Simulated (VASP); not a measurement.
Pd:

```
CELL_PARAMETERS angstrom
0.00000 1.94650 1.94650
1.94650 0.00000 1.94650
1.94650 1.94650 0.00000
ATOMIC_POSITIONS crystal
Pd 0.00000 0.00000 0.00000
```

| Item | Value |
| --- | --- |
| Program | VASP 6.6.1 |
| Task | relaxation of cell and atoms |
| Functional | B3LYP |
| Potentials or basis | VASP PAW PBE potentials, release 64 (Pd) |
| Cutoff | 600 eV |
| k mesh | 6 × 6 × 6 |
| Occupations | fermi-dirac, width 0.05 eV |
| Spin | no spin polarisation |

At the start: pressure 11.8 GPa; volume 14.75 Å³/atom.

Q: How do energy, volume and symmetry change on relaxing?

A: Over 5 steps the energy falls by 34.2 meV/atom and the volume is 15.74 Å³/atom (+6.7 %); space group Fm-3m (No. 225, to 0.1 Å) before and after.

The path:
| step | energy change (eV) | largest force (eV/Å) | pressure (GPa) | volume (Å³) |
| --- | --- | --- | --- | --- |
| 1 | 0.0000 | 0.0000 | 11.83 | 14.75 |
| 2 | 0.0379 | 0.0000 | -7.31 | 17.20 |
| 3 | -0.0321 | 0.0000 | 2.56 | 15.49 |
| 4 | -0.0335 | 0.0000 | -1.36 | 15.89 |
| 5 | -0.0342 | 0.0000 | -0.09 | 15.74 |

Final structure:
```
CELL_PARAMETERS angstrom
0.00000 1.98930 1.98930
1.98930 0.00000 1.98930
1.98930 1.98930 0.00000
ATOMIC_POSITIONS crystal
Pd 0.00000 0.00000 0.00000
```

Caveat: the k points lie up to 0.46 Å⁻¹ apart in the final cell, too coarse for converged energies and pressures of a metal; the PAW data sets were made with another functional, which shifts forces and pressure a little.
